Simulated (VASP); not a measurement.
# Ca8S in VASP: single point with PBE

Aim: the single point of Ca8S with PBE.

Everything below comes from runs of VASP 6.6.1. Logs are shortened: lines on timing, memory, paths and dates and some standing lists are left out, and cuts for length are marked.

### Step 1. The cell of the first run

The cell holds a slab with vacuum, 9 atoms: a = 7.813 Å, b = 7.813 Å, c = 18.498 Å, α = 90.00°, β = 90.00°, γ = 120.00°.

### Step 2. Single point, PBE

INCAR

```
PREC = Accurate
ENCUT = 520
EDIFF = 1E-6
ISMEAR = 0
SIGMA = 0.1
LREAL = False
LASPH = True
NELM = 100
ALGO = Normal
ISIF = 2
LWAVE = False
LCHARG = False
LDIPOL = True
IDIPOL = 3
DIPOL = 0.5 0.5 0.314
GGA = PE
NBANDS = 53
```

KPOINTS

```
regular mesh
0
Gamma
  6 6 1
```

POSCAR

```
Ca8S
1.0
    7.8132359333      0.0000000000      0.0000000000
   -3.9066179666      6.7664608040      0.0000000000
    0.0000000000      0.0000000000     18.4977494667
Ca S
8 1
Direct
    0.3333333333      0.1666666667      0.2162425222
    0.3333333333      0.6666666667      0.2162425222
    0.8333333333      0.1666666667      0.2162425222
    0.8333333333      0.6666666667      0.2162425222
    0.1666666667      0.3333333333      0.3783027486
    0.1666666667      0.8333333333      0.3783027486
    0.6666666667      0.3333333333      0.3783027486
    0.6666666667      0.8333333333      0.3783027486
    0.3333333333      0.6666666667      0.4518462277
```

Potentials or basis: VASP PAW PBE potentials, release 64 (Ca_sv, S).

The run is started by

```sh
$ cat potpaw_PBE.64/Ca_sv/POTCAR potpaw_PBE.64/S/POTCAR > POTCAR
$ mpirun -np 1 vasp_std > vasp.out
```

OUTCAR:

```text
PREC = Accurate
   ENCUT = 520
   EDIFF = 1E-6
   ISMEAR = 0
   LREAL = False
   LASPH = True
   NELM = 100
   ISIF = 2
   GGA = PE

 ion  position               nearest neighbor table
   1  0.333  0.167  0.216-
   2  0.333  0.667  0.216-
   3  0.833  0.167  0.216-
   4  0.833  0.667  0.216-
   5  0.167  0.333  0.378-   9 2.63
   6  0.167  0.833  0.378-   9 2.63
   7  0.667  0.333  0.378-
   8  0.667  0.833  0.378-   9 2.63
   9  0.333  0.667  0.452-   6 2.63   5 2.63   8 2.63

  LATTYP: Found a hexagonal cell.
 ALAT       =     7.8132359333
 C/A-ratio  =     2.3674889156

  Lattice vectors:

 A1 = (   7.8132359333,   0.0000000000,   0.0000000000)
 A2 = (  -3.9066179666,   6.7664608040,   0.0000000000)
 A3 = (   0.0000000000,   0.0000000000,  18.4977494667)

Analysis of symmetry for initial positions (statically):
=====================================================================
 Subroutine PRICEL returns:
 Original cell was already a primitive cell.

 Routine SETGRP: Setting up the symmetry group for a
 hexagonal supercell.

 Subroutine GETGRP returns: Found  6 space group operations
 (whereof  6 operations were pure point group operations)
 out of a pool of 24 trial point group operations.

The static configuration has the point symmetry C_3v.

Analysis of symmetry for dynamics (positions and initial velocities):
=====================================================================
 Subroutine PRICEL returns:
 Original cell was already a primitive cell.

 Routine SETGRP: Setting up the symmetry group for a
 hexagonal supercell.

 Subroutine GETGRP returns: Found  6 space group operations
 (whereof  6 operations were pure point group operations)
 out of a pool of 24 trial point group operations.

The dynamic configuration has the point symmetry C_3v.

 Subroutine INISYM returns: Found  6 space group operations
 (whereof  6 operations are pure point group operations),
 and found     1 'primitive' translations

----------------------------------------------------------------------------------------

                                     Primitive cell

  volume of cell :     977.9382

  direct lattice vectors                    reciprocal lattice vectors
     7.813235933  0.000000000  0.000000000     0.127987944  0.073893874  0.000000000
    -3.906617967  6.766460804  0.000000000     0.000000000  0.147787747  0.000000000
     0.000000000  0.000000000 18.497749467     0.000000000  0.000000000  0.054060631
[... 93 lines left out ...]
   EMIN   =  10.00;   EMAX   =-10.00  energy-range for DOS
   EFERMI =   0.00;   METHOD = LEGACY
   ISMEAR =     0;   SIGMA  =   0.10  broadening in eV -4-tet -1-fermi 0-gaus
   EFERMI_NEDOS =   21; number of points for ismear=-14 and -15
   IALGO  =     38    algorithm
   IMIX   =      4    mixing-type and parameters
     AMIX     =   0.40;   BMIX     =  1.00
     AMIX_MAG =   1.60;   BMIX_MAG =  1.00
  volume/ion in A,a.u.               =     108.66       733.27
  Fermi-wavevector in a.u.,A,eV,Ry     =   0.728010  1.375739  7.211063  0.529998
  Thomas-Fermi vector in A             =   1.819376
   LORBIT       =      0    0 simple, 1 ext, 2 COOP (PROOUT), +10 PAW based schemes
   GGA     = PE    functional components
   LHFCALC =     F    Hartree Fock is set to
   AEXX    =    0.0000 exact exchange contribution
   IVDW    =     0    specifies the selected vdW correction
   LEPSILON=     F    determine dielectric tensor
   LRPA    =     F    only Hartree local field effects (RPA)
 non-spin polarized calculation
 Gauss-broadening in eV      SIGMA  =   0.10
  energy-cutoff  :      520.00
  volume of cell :      977.94
 maximum number of plane-waves:     26463
 NGX is ok and might be reduce to    60
   NGX = 29   NGY = 29   NGZ = 69

 number of electron      85.9999984 magnetization

 dipolmoment           0.000000      0.000000      0.195555 electrons x Angstroem

 Free energy of the ion-electron system (eV)
  ---------------------------------------------------
  ext. energy  EPLUGINS =         0.00000000
  ---------------------------------------------------
  free energy    TOTEN  =       -19.89313963 eV

  energy without entropy =      -19.86015155  energy(sigma->0) =      -19.87664559

 E-fermi :  -1.1002     XC(G=0):  -3.5597

 val. band max:       -1.1774947000   @ k =   0.1667  -0.0000   0.0000
 cond. band min:      -1.0707097922   @ k =   0.1667   0.1667   0.0000
 fundamental gap:      0.1067849078
 Fermi energy:        -1.1002132344

 k-point     1 :       0.0000    0.0000    0.0000
  band No.  band energies     occupation
      1     -43.6321      2.00000
      2     -43.5222      2.00000
      3     -43.3821      2.00000
      4     -43.3755      2.00000
      5     -43.3755      2.00000
      6     -42.8279      2.00000
[... 381 lines left out ...]
     52      -0.0625      0.00000
     53       0.0137      0.00000

------------------------ aborting loop because EDIFF is reached ----------------------------------------

 vacuum level on the upper side and lower side of the slab       (xc-potential included)         0.225        -0.479

  FORCE on cell =-STRESS in cart. coord.  units (eV):
  Direction    XX          YY          ZZ          XY          YZ          ZX
  --------------------------------------------------------------------------------------
  -------------------------------------------------------------------------------------
  Total        1.5495504      1.5495504      1.0420339      0.0000000      0.0000000      0.0000000
  in kB        2.5386620      2.5386620      1.7071867      0.0000000      0.0000000      0.0000000
  external PRESSURE =       2.2615036 kB  Pullay stress =       0.0000000 kB

 VOLUME and BASIS-vectors are now :
 -----------------------------------------------------------------------------
  energy-cutoff  :      520.00
  volume of cell :      977.94
      direct lattice vectors                 reciprocal lattice vectors
     7.813235933  0.000000000  0.000000000     0.127987944  0.073893874  0.000000000
    -3.906617967  6.766460804  0.000000000     0.000000000  0.147787747  0.000000000
     0.000000000  0.000000000 18.497749467     0.000000000  0.000000000  0.054060631

 POSITION                                       TOTAL-FORCE (eV/Angst)
 -----------------------------------------------------------------------------------
      1.95331      1.12774      4.00000         0.032842      0.018961     -0.062234
     -0.00000      4.51097      4.00000        -0.000000     -0.000000     -0.165573
      5.85993      1.12774      4.00000        -0.032842      0.018961     -0.062234
      3.90662      4.51097      4.00000        -0.000000     -0.037922     -0.062234
      0.00000      2.25549      6.99775         0.000000      0.068235      0.125078
     -1.95331      5.63872      6.99775         0.059093     -0.034118      0.125078
      3.90662      2.25549      6.99775        -0.000000      0.000000     -0.062475
      1.95331      5.63872      6.99775        -0.059093     -0.034118      0.125078
     -0.00000      4.51097      8.35814        -0.000000      0.000000      0.039514
 -----------------------------------------------------------------------------------
    total drift:                                0.000000     -0.000000     -0.000421

  FREE ENERGIE OF THE ION-ELECTRON SYSTEM (eV)
  ---------------------------------------------------
  free  energy   TOTEN  =       -19.8931396324 eV

  energy  without entropy=      -19.8601515453  energy(sigma->0) =      -19.87664559

 vacuum level on the upper side and lower side of the slab         2.298         1.562
```

stdout:

```text
POSCAR found type information on POSCAR CaS
 POSCAR found :  2 types and       9 ions
 scaLAPACK will be used
 LDA part: xc-table for (Slater+PW92), standard interpolation
 POSCAR, INCAR and KPOINTS ok, starting setup
 FFT: planning ... GRIDC
 FFT: planning ... GRID_SOFT
 FFT: planning ... GRID
 WAVECAR not read
 entering main loop
```

Wall time 8.9 min (1 thread of AMD EPYC 9R45 (Zen 5), shared host); peak memory 1.1 GiB.

What came out:

```yaml
Free_energy: -19.8931 eV
Largest_force: 0.166 eV/Å
Band_gap_on_the_k_mesh: zero (band 43 reaches -0.83 eV, above the bottom of band 44 at -1.50 eV)
```

Forces in eV/Å, atoms in the order of the input:
```
Ca   0.033  0.019 -0.062
Ca   0.000  0.000 -0.166
Ca  -0.033  0.019 -0.062
Ca   0.000 -0.038 -0.062
Ca   0.000  0.068  0.125
Ca   0.059 -0.034  0.125
Ca   0.000  0.000 -0.062
Ca  -0.059 -0.034  0.125
S    0.000  0.000  0.040
```
